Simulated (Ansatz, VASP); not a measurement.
Ca3C8 in VASP and in Ansatz

```
Ca C
1.0
     4.91204    0.00000    0.00000
    -2.45602    4.25395    0.00000
     0.00000    0.00000    3.54014
Ca C
3 8
Direct
  0.50000 0.00000 0.50000
  0.00000 0.50000 0.50000
  0.50000 0.50000 0.50000
  0.83333 0.66667 0.00000
  0.83333 0.16667 0.00000
  0.33333 0.66667 0.00000
  0.33333 0.16667 0.00000
  0.66667 0.83333 0.00000
  0.66667 0.33333 0.00000
  0.16667 0.83333 0.00000
  0.16667 0.33333 0.00000
```

Alike in both runs: task single point; functional PBE; k mesh 6 × 6 × 6; occupations gaussian, width 0.1 eV; no spin polarisation.

|  | VASP | Ansatz |
| --- | --- | --- |
| version | VASP 6.6.1 | Ansatz 0.2.0 |
| potentials or method | VASP PAW PBE potentials, release 64 (Ca_sv, C), cutoff 520 eV | scalar-relativistic, plane waves, PAW |
| valence electrons in the cell | 62 | 62 |

|  | VASP | Ansatz | Ansatz less VASP |
| --- | --- | --- | --- |
| gap on the k mesh at the Fermi level (eV) | none | none | - |
| rms of the force components (eV/Å) | 0.488 | 0.466 | -0.0226 |

Atom by atom the forces differ by 0.023 eV/Å (rms over components). A gap of «none» marks a metal or a gap that the smearing closes.
